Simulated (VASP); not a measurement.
Input of a VASP 6.6.1 run:

INCAR

```
SYSTEM = ScAl3
  ALGO = Normal
  EDIFF = 1E-6
  ENCUT = 520
  GGA = PS
  ISIF = 2
  ISMEAR = 0
  LASPH = .TRUE.
  LCHARG = .TRUE.
  LELF = .TRUE.
  LREAL = .FALSE.
  LVHAR = .TRUE.
  LWAVE = .FALSE.
  NBANDS = 18
  NELM = 60
  PREC = Accurate
  SIGMA = 0.2
```

File KPOINTS:

```
k-points
0
G
  7 7 7
  0 0 0
```

POSCAR

```
ScAl3
1.0
    4.0138032301      0.0000000000      0.0000000000
    0.0000000000      4.0138032301      0.0000000000
    0.0000000000      0.0000000000      4.0138032301
Sc Al
1 3
Direct
    0.0000000000      0.0000000000      0.0000000000
    0.5000000000      0.0000000000      0.5000000000
    0.0000000000      0.5000000000      0.5000000000
    0.5000000000      0.5000000000      0.0000000000
```

Potentials or basis: VASP PAW PBE potentials, release 64 (Sc_sv, Al).

The run is started by

```bash
$ cat potpaw_PBE.64/Sc_sv/POTCAR potpaw_PBE.64/Al/POTCAR > POTCAR
$ mpirun -np 1 vasp_std > vasp.out
```

Task: Predict the band gap on the k mesh.

Result: Zero (band 10 reaches 8.71 eV, above the bottom of band 11 at 4.97 eV).

Task: What does it give for the pressure?

Result: 4.4 GPa.

Caveat: the PAW data sets were made with another functional, which shifts forces and pressure a little.
